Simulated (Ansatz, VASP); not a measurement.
## One calculation of C, two programs

```
C
1.0
     0.00000    1.82156    1.84835
     1.68762    0.00000    1.84835
     1.68762    1.82156    0.00000
C
2
Direct
  0.50000 0.50000 0.50000
  0.75000 0.75000 0.75000
```

Change from the starting cell: strain +e along x and -e along y -0.0375, strain +e along z and -e/2 along x and y +0.0350.

Alike in both runs: task single point; functional PBE; k mesh 12 × 12 × 12; occupations gaussian, width 0.05 eV; no spin polarisation.

|  | VASP | Ansatz |
| --- | --- | --- |
| version | VASP 6.6.1 | Ansatz 0.2.0 |
| potentials or method | VASP PAW PBE potentials, release 64 (C), cutoff 520 eV | scalar-relativistic, plane waves, PAW |
| valence electrons in the cell | 8 | 8 |

VASP gave:

| Property | Result |
| --- | --- |
| gap on the k mesh at the Fermi level (eV) | 2.11 |
| least direct gap on the mesh (eV) | 4.20 |
| pressure (GPa) | 1.8 |
| traceless stress, the component that is largest in VASP (GPa) | 47.33 |

Question: Estimate Ansatz's values.

Answer: gap on the k mesh at the Fermi level (eV): 2.12; least direct gap on the mesh (eV): 4.20; pressure (GPa): 1.2; traceless stress, the component that is largest in VASP (GPa): 47.34.

The functional is the same, so the differences come from potentials, cutoffs and numerics.
